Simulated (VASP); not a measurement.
Here is a VASP 6.6.1 calculation.

Contents of INCAR:

```
SYSTEM = Co
PREC = Accurate
ENCUT = 520
EDIFF = 1E-7
ISMEAR = 0
SIGMA = 0.1
LREAL = .FALSE.
LASPH = .TRUE.
NELM = 150
ALGO = Fast
ISIF = 2
LWAVE = .FALSE.
LCHARG = .FALSE.
ISPIN = 2
MAGMOM = 1.8 1.8
LORBIT = 11
LMAXMIX = 4
GGA = PS
NBANDS = 20
```

KPOINTS

```
Automatic mesh
0
G
  18 18 10
  0 0 0
```

POSCAR

```
Co
1.0
    2.4564953782      0.0000000000      0.0000000000
   -1.2282476891      2.1273874018      0.0000000000
    0.0000000000      0.0000000000      3.9696115932
Co
2
Direct
    0.3333333333      0.6666666667      0.2500000000
    0.6666666667      0.3333333333      0.7500000000
```

Potentials or basis: VASP PAW PBE potentials, release 64 (Co).

Launch:

```sh
$ cat potpaw_PBE.64/Co/POTCAR > POTCAR
$ mpirun -np 1 vasp_std > vasp.out
```

(1) Estimate the pressure.

(2) What does it give for the site moments?

(3) Estimate the net moment.

## Answers

(1) -0.9 GPa.

(2) Co +1.58 μB.

(3) 3.14 μB per cell.

Caveat: the PAW data sets were made with another functional, which shifts forces and pressure a little.
